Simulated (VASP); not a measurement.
# BN (Pm) in VASP: a series of runs

BN is run at these levels: PBE; tasks: single point.

Everything below comes from runs of VASP 6.6.1. Logs are shortened: lines on timing, memory, paths and dates and some standing lists are left out, and cuts for length are marked.

## (1) The cell of the first run

It takes space group Pm (No. 6, monoclinic). Conventional cell: a = 2.504 Å, b = 6.661 Å, c = 2.504 Å, α = 90.00°, β = 120.00°, γ = 90.00°. Within 1.4 Å of B (site symmetry m) lie 1 N at 1.02 Å. B (site symmetry m) has 3 N at 1.45 Å within 1.9 Å. N (site symmetry m) has 3 B at 1.45 Å within 1.9 Å. N (site symmetry m) has 1 B at 1.02 Å within 1.4 Å.

## (2) Single point, PBE (mode 9 (1359.5 1/cm) frozen in, largest displacement -0.300 Å)

The input, INCAR:

```
ALGO     = Normal         # electronic algorithm
EDIFF    = 1E-7           # SCF threshold, eV
ENCUT    = 520            # plane-wave cutoff, eV
GGA      = PE             # functional
ISIF     = 2              # what is computed and relaxed
ISMEAR   = 0              # smearing method
LASPH    = True           # aspherical terms in the spheres
LCHARG   = True           # write CHGCAR
LELF     = True           # ELF
LREAL    = False          # projectors in reciprocal space
LVHAR    = True         
LWAVE    = False          # write WAVECAR
NBANDS   = 16             # bands
NELM     = 80             # most SCF steps
PREC     = Accurate       # precision mode
SIGMA    = 0.05           # smearing width, eV
```

The input, KPOINTS:

```
k-points
0
Gamma
  12 12 4
```

The input, POSCAR:

```
BN
1.0
    2.5039917043      0.0000000000      0.0000000000
   -1.2519958522      2.1685204268      0.0000000000
    0.0000000000      0.0000000000      6.6612000000
B N
2 2
Direct
    0.2135246297      0.6666666667      0.2500000000
    0.6666101773      0.3333333333      0.7500000000
    0.3333269137      0.6666666667      0.7500000000
    0.7591798854      0.3333333333      0.2500000000
```

Potentials or basis: VASP PAW PBE potentials, release 64 (B, N).

Launch:

```bash
> cat potpaw_PBE.64/B/POTCAR potpaw_PBE.64/N/POTCAR > POTCAR
> mpirun -np 1 vasp_std > vasp.out
```

OUTCAR:

```text
EDIFF = 1E-7
   ENCUT = 520
   GGA = PE
   ISIF = 2
   ISMEAR = 0
   LASPH = True
   LREAL = False
   NELM = 80
   PREC = Accurate

 ion  position               nearest neighbor table
   1  0.214  0.667  0.250-   4 1.02   4 1.54   4 1.92
   2  0.667  0.333  0.750-   3 1.45   3 1.45   3 1.45
   3  0.333  0.667  0.750-   2 1.45   2 1.45   2 1.45
   4  0.759  0.333  0.250-   1 1.02   1 1.54   1 1.92

  LATTYP: Found a hexagonal cell.
 ALAT       =     2.5039917043
 C/A-ratio  =     2.6602324555

  Lattice vectors:

 A1 = (   2.5039917043,   0.0000000000,   0.0000000000)
 A2 = (  -1.2519958522,   2.1685204268,   0.0000000000)
 A3 = (   0.0000000000,   0.0000000000,   6.6612000000)

Analysis of symmetry for initial positions (statically):
=====================================================================
 Subroutine PRICEL returns:
 Original cell was already a primitive cell.

 Routine SETGRP: Setting up the symmetry group for a
 hexagonal supercell.

 Subroutine GETGRP returns: Found  2 space group operations
 (whereof  1 operations were pure point group operations)
 out of a pool of 24 trial point group operations.

The static configuration has the point symmetry C_1 .
 The point group associated with its full space group is C_1h.

Analysis of symmetry for dynamics (positions and initial velocities):
=====================================================================
 Subroutine PRICEL returns:
 Original cell was already a primitive cell.

 Routine SETGRP: Setting up the symmetry group for a
 hexagonal supercell.

 Subroutine GETGRP returns: Found  2 space group operations
 (whereof  1 operations were pure point group operations)
 out of a pool of 24 trial point group operations.

The dynamic configuration has the point symmetry C_1 .
 The point group associated with its full space group is C_1h.

 Subroutine INISYM returns: Found  2 space group operations
 (whereof  1 operations are pure point group operations),
 and found     1 'primitive' translations

----------------------------------------------------------------------------------------

                                     Primitive cell

  volume of cell :      36.1700

  direct lattice vectors                    reciprocal lattice vectors
     2.503991704  0.000000000  0.000000000     0.399362345  0.230571958  0.000000000
    -1.251995852  2.168520427  0.000000000     0.000000000  0.461143915  0.000000000
     0.000000000  0.000000000  6.661200000     0.000000000  0.000000000  0.150123101

  length of vectors
     2.503991704  2.503991704  6.661200000     0.461143915  0.461143915  0.150123101

  position of ions in fractional coordinates (direct lattice)
     0.213524630  0.666666667  0.250000000
     0.666610177  0.333333333  0.750000000
     0.333326914  0.666666667  0.750000000
     0.759179885  0.333333333  0.250000000

  ion indices of the primitive-cell ions
   primitive index   ion index
                 1           1
                 2           2
                 3           3
                 4           4

----------------------------------------------------------------------------------------

 KPOINTS: k-points

Automatic generation of k-mesh.
 Grid dimensions read from file:
 generate k-points for:   12   12    4

 Generating k-lattice:

  Cartesian coordinates                     Fractional coordinates (reciprocal lattice)
     0.033280195  0.019214330  0.000000000     0.083333333 -0.000000000  0.000000000
     0.000000000  0.038428660  0.000000000     0.000000000  0.083333333  0.000000000
     0.000000000  0.000000000  0.037530775     0.000000000  0.000000000  0.250000000

  Length of vectors
     0.038428660  0.038428660  0.037530775

  Shift w.r.t. Gamma in fractional coordinates (k-lattice)
     0.000000000  0.000000000  0.000000000

 Subroutine IBZKPT returns following result:
 ===========================================

 Found    222 irreducible k-points:

 Following reciprocal coordinates:
            Coordinates               Weight
  0.000000  0.000000  0.000000      1.000000
  0.083333  0.000000  0.000000      2.000000
  0.000000  0.083333  0.000000      2.000000
 -0.083333  0.083333  0.000000      2.000000
  0.166667  0.000000  0.000000      2.000000
  0.000000  0.166667  0.000000      2.000000
[... 16 lines left out ...]
  0.166667  0.083333  0.000000      2.000000
 -0.083333  0.250000  0.000000      2.000000
 [... further k-points ...]
   k-points           NKPTS =    222   k-points in BZ     NKDIM =    222   number of bands    NBANDS=     16
   number of dos      NEDOS =    301   number of ions     NIONS =      4
   total plane-waves  NPLWV =  20000
   dimension x,y,z NGX =    20 NGY =   20 NGZ =   50
   dimension x,y,z NGXF=    40 NGYF=   40 NGZF=  100
   ions per type =               2   2
   NGX,Y,Z   is equivalent  to a cutoff of  13.28, 13.28, 12.48 a.u.
   NGXF,Y,Z  is equivalent  to a cutoff of  26.56, 26.56, 24.96 a.u.
 SYSTEM =  unknown system
   PREC   = accura    normal or accurate (medium, high low for compatibility)
   ISTART =      0    job   : 0-new  1-cont  2-samecut
   ICHARG =      2    charge: 1-file 2-atom 10-const
   ISPIN  =      1    spin polarized calculation?
   LNONCOLLINEAR =      F non collinear calculations
   LSORBIT =      F    spin-orbit coupling
   LASPH  =      T    aspherical Exc in radial PAW
   ENCUT  =  520.0 eV  38.22 Ry    6.18 a.u.   4.66  4.66 12.39*2*pi/ulx,y,z
   NELM   =     80;   NELMIN=  2; NELMDL= -5     # of ELM steps
   EDIFF  = 0.1E-06   stopping-criterion for ELM
   LREAL  =      F    real-space projection
   EDIFFG = 0.1E-05   stopping-criterion for IOM
   NSW    =      0    number of steps for IOM
   IBRION =     -1    ionic relax: 0-MD 1-quasi-New 2-CG
   NFREE  =      0    steps in history (QN), initial steepest desc. (CG)
   ISIF   =      2    stress and relaxation
   ISYM   =      2    0-nonsym 1-usesym 2-fastsym
   POTIM  = 0.5000    time-step for ionic-motion
   TEBEG  =    0.0;   TEEND  =   0.0 temperature during run
   PSTRESS=    0.0 pullay stress
   NELECT =      16.0000    total number of electrons
   NUPDOWN=      -1.0000    fix difference up-down
   EMIN   =  10.00;   EMAX   =-10.00  energy-range for DOS
   EFERMI =   0.00;   METHOD = LEGACY
   ISMEAR =     0;   SIGMA  =   0.05  broadening in eV -4-tet -1-fermi 0-gaus
   EFERMI_NEDOS =   21; number of points for ismear=-14 and -15
   IALGO  =     38    algorithm
   IMIX   =      4    mixing-type and parameters
     AMIX     =   0.40;   BMIX     =  1.00
     AMIX_MAG =   1.60;   BMIX_MAG =  1.00
  volume/ion in A,a.u.               =       9.04        61.02
  Fermi-wavevector in a.u.,A,eV,Ry     =   1.247379  2.357205 21.170055  1.555955
  Thomas-Fermi vector in A             =   2.381514
   LORBIT       =      0    0 simple, 1 ext, 2 COOP (PROOUT), +10 PAW based schemes
   GGA     = PE    functional components
   LHFCALC =     F    Hartree Fock is set to
   AEXX    =    0.0000 exact exchange contribution
   IVDW    =     0    specifies the selected vdW correction
   LEPSILON=     F    determine dielectric tensor
   LRPA    =     F    only Hartree local field effects (RPA)
 non-spin polarized calculation
 Gauss-broadening in eV      SIGMA  =   0.05
  energy-cutoff  :      520.00
  volume of cell :       36.17
 maximum number of plane-waves:       992
   NGX =  9   NGY =  9   NGZ = 25

 number of electron      15.9999998 magnetization

 Free energy of the ion-electron system (eV)
  ---------------------------------------------------
  ext. energy  EPLUGINS =         0.00000000
  ---------------------------------------------------
  free energy    TOTEN  =       -28.30324804 eV

  energy without entropy =      -28.30324804  energy(sigma->0) =      -28.30324804

 E-fermi :   3.6626     XC(G=0):  -9.9439

 val. band max:        3.3495164258   @ k =   0.0000   0.0000   0.5000
 cond. band min:       6.4569054737   @ k =   0.0000   0.5000   0.0000
 fundamental gap:      3.1073890479
 Fermi energy:         3.6625734547

 k-point     1 :       0.0000    0.0000    0.0000
  band No.  band energies     occupation
      1     -15.7060      2.00000
      2     -15.1978      2.00000
      3      -4.2754      2.00000
      4      -3.3598      2.00000
      5      -2.2975      2.00000
      6       0.6718      2.00000
[... 8 lines left out ...]
     15      15.8761      0.00000
     16      16.2344      0.00000

 k-point     2 :       0.0833    0.0000    0.0000
  band No.  band energies     occupation
      1     -15.5740      2.00000
      2     -15.1000      2.00000
      3      -4.0900      2.00000
      4      -3.4982      2.00000
      5      -2.1316      2.00000
      6       0.1153      2.00000
[... 8 lines left out ...]
     15      15.2925      0.00000
     16      16.5850      0.00000

 k-point     3 :       0.0000    0.0833    0.0000
  band No.  band energies     occupation
      1     -15.5733      2.00000
      2     -15.0916      2.00000
      3      -4.0949      2.00000
      4      -3.5048      2.00000
      5      -2.1357      2.00000
      6       0.1136      2.00000
[... 8 lines left out ...]
     15      15.3591      0.00000
     16      16.6824      0.00000

 k-point     4 :      -0.0833    0.0833    0.0000
  band No.  band energies     occupation
      1     -15.5713      2.00000
      2     -15.0663      2.00000
      3      -4.1075      2.00000
      4      -3.4700      2.00000
      5      -2.1491      2.00000
      6       0.1122      2.00000
[... 8 lines left out ...]
     15      15.4952      0.00000
     16      16.6435      0.00000
[... 324 lines left out ...]
 k-point    22 :      -0.1667    0.0833    0.0000
  band No.  band energies     occupation
      1     -15.3088      2.00000
      2     -14.8512      2.00000
      3      -3.7540      2.00000
      4      -3.7106      2.00000
      5      -1.8361      2.00000
      6      -0.8043      2.00000
[... 8 lines left out ...]
     15      15.1598      0.00000
     16      17.3337      0.00000

 k-point    23 :       0.1667    0.0833    0.0000
  band No.  band energies     occupation
      1     -14.8310      2.00000
      2     -14.5694      2.00000
      3      -4.2039      2.00000
      4      -2.9836      2.00000
      5      -2.2916      2.00000
      6      -1.1560      2.00000
[... 8 lines left out ...]
     15      16.5383      0.00000
     16      17.6906      0.00000

 k-point    24 :      -0.0833    0.2500    0.0000
  band No.  band energies     occupation
      1     -14.7981      2.00000
      2     -14.4052      2.00000
      3      -4.3187      2.00000
      4      -3.0948      2.00000
      5      -2.2935      2.00000
      6      -1.2480      2.00000
[... 8 lines left out ...]
     15      16.8951      0.00000
     16      17.6145      0.00000

 [... further k-points ...]

------------------------ aborting loop because EDIFF is reached ----------------------------------------

  FORCE on cell =-STRESS in cart. coord.  units (eV):
  Direction    XX          YY          ZZ          XY          YZ          ZX
  --------------------------------------------------------------------------------------
  -------------------------------------------------------------------------------------
  Total       22.8411154     19.7141748      0.5724125     17.2034230      0.0000000      0.0000000
  in kB     1011.7635119    873.2534473     25.3554220    762.0379062      0.0000000      0.0000000
  external PRESSURE =     636.7907937 kB  Pullay stress =       0.0000000 kB

 VOLUME and BASIS-vectors are now :
 -----------------------------------------------------------------------------
  energy-cutoff  :      520.00
  volume of cell :       36.17
      direct lattice vectors                 reciprocal lattice vectors
     2.503991704  0.000000000  0.000000000     0.399362345  0.230571958  0.000000000
    -1.251995852  2.168520427  0.000000000     0.000000000  0.461143915  0.000000000
     0.000000000  0.000000000  6.661200000     0.000000000  0.000000000  0.150123101

 POSITION                                       TOTAL-FORCE (eV/Angst)
 -----------------------------------------------------------------------------------
     -0.30000      1.44568      1.66530        30.774742     30.534513      0.000000
      1.25185      0.72284      4.99590         0.002401     -0.003380      0.000000
     -0.00002      1.44568      4.99590         0.016758      0.022471      0.000000
      1.48365      0.72284      1.66530       -30.793901    -30.553604      0.000000
 -----------------------------------------------------------------------------------
    total drift:                               -0.000030      0.000000     -0.000000

  FREE ENERGIE OF THE ION-ELECTRON SYSTEM (eV)
  ---------------------------------------------------
  free  energy   TOTEN  =       -28.3032480410 eV

  energy  without entropy=      -28.3032480410  energy(sigma->0) =      -28.30324804
```

Wall time 2 min (1 thread of Intel Xeon Platinum 8375C at 2.90GHz (Ice Lake), shared host); peak memory 0.22 GiB.

Results:

| Quantity | Value |
| --- | --- |
| Free energy | -28.3032 eV |
| Pressure | 63.7 GPa |
| Largest force | 43.380 eV/Å |
| Band gap on the k mesh | 3.11 eV, indirect (least direct gap 4.06 eV) |

Forces in eV/Å, atoms in the order of the input:
```
B    30.775  30.535   0.000
B     0.002  -0.003   0.000
N     0.017   0.022   0.000
N   -30.794 -30.554   0.000
```

Levels at points of the mesh, in eV from the valence-band top:
| k point | band 4 | band 5 | band 6 | band 7 | band 8 | band 9 | band 10 | band 11 | band 12 | band 13 |
| --- | --- | --- | --- | --- | --- | --- | --- | --- | --- | --- |
| (0.00, 0.00, 0.00) | -6.71 | -5.65 | -2.68 | -2.67 | 0.00 | 4.06 | 8.99 | 8.99 | 10.25 | 10.25 |
| (0.50, 0.00, 0.00) | -9.35 | -5.47 | -3.30 | -2.66 | -2.34 | 3.55 | 3.71 | 8.03 | 8.40 | 9.76 |
| (0.00, 0.50, 0.00) | -9.50 | -5.47 | -3.32 | -2.10 | -2.05 | 3.11 | 3.29 | 5.19 | 8.39 | 11.45 |
| (0.50, 0.50, 0.00) | -9.22 | -7.08 | -5.47 | -4.20 | -2.11 | 3.33 | 7.27 | 8.39 | 8.48 | 11.72 |
| (0.00, 0.00, 0.50) | -6.86 | -6.46 | -2.68 | -2.67 | 0.00 | 6.15 | 6.24 | 9.31 | 10.25 | 10.25 |
| (0.50, 0.00, 0.50) | -9.36 | -5.47 | -3.30 | -2.59 | -2.26 | 3.33 | 3.36 | 8.12 | 8.62 | 10.33 |
| (0.00, 0.50, 0.50) | -9.51 | -5.47 | -3.09 | -2.35 | -2.03 | 3.23 | 3.52 | 4.47 | 8.53 | 11.92 |
| (0.50, 0.50, 0.50) | -9.23 | -7.09 | -5.47 | -4.07 | -2.27 | 3.41 | 7.48 | 7.63 | 8.55 | 12.18 |

Caveat: the cell differs from its parent crystal (mode 9 (1359.5 1/cm) frozen in, largest displacement -0.300 Å); this functional lacks dispersion, which binds the layers, so the pressure and a relaxed spacing across them are unreliable; forces of over 1 eV/Å act on the atoms, so gaps and moduli don't describe the material at rest. A k mesh can miss the band edges.

(Continued in part 2 of 2.)
